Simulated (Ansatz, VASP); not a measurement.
One calculation of Se, two programs

```
Se
1.0
    -1.71197    1.71197    1.70345
     1.71197   -1.71197    1.70345
     1.71197    1.71197   -1.70345
Se
1
Cartesian
  0.0000 0.0000 0.0000
```

Change from the starting cell: strain +0.0050 x Voigt [1, 1, 0, 0, 0, 0], atoms carried along.

Alike in both runs: task single point; functional LDA; k mesh 20 × 20 × 20; occupations gaussian, width 0.15 eV; no spin polarisation.

|  | VASP | Ansatz |
| --- | --- | --- |
| version | VASP 6.6.1 | Ansatz 0.2.0 |
| potentials or method | VASP PAW LDA potentials, release 64 (Se), cutoff 520 eV | scalar-relativistic, plane waves, PAW |
| valence electrons in the cell | 6 | 16 |

Ansatz gave:

| Item | Value |
| --- | --- |
| gap on the k mesh at the Fermi level (eV) | none |
| pressure (GPa) | -4.2 |
| traceless stress, the component that is largest in VASP (GPa) | 0.25 |

**Question.** Estimate VASP's values.

**Answer.** gap on the k mesh at the Fermi level (eV): none; pressure (GPa): -4.1; traceless stress, the component that is largest in VASP (GPa): 0.25.

LDA's correlation is that of Perdew and Zunger in VASP and of Perdew and Wang (1992) in Ansatz. A gap of «none» marks a metal or a gap that the smearing closes. VASP's potentials hold 6 valence electrons a cell and Ansatz's 16, so a difference there can come from the potentials and not from the codes.
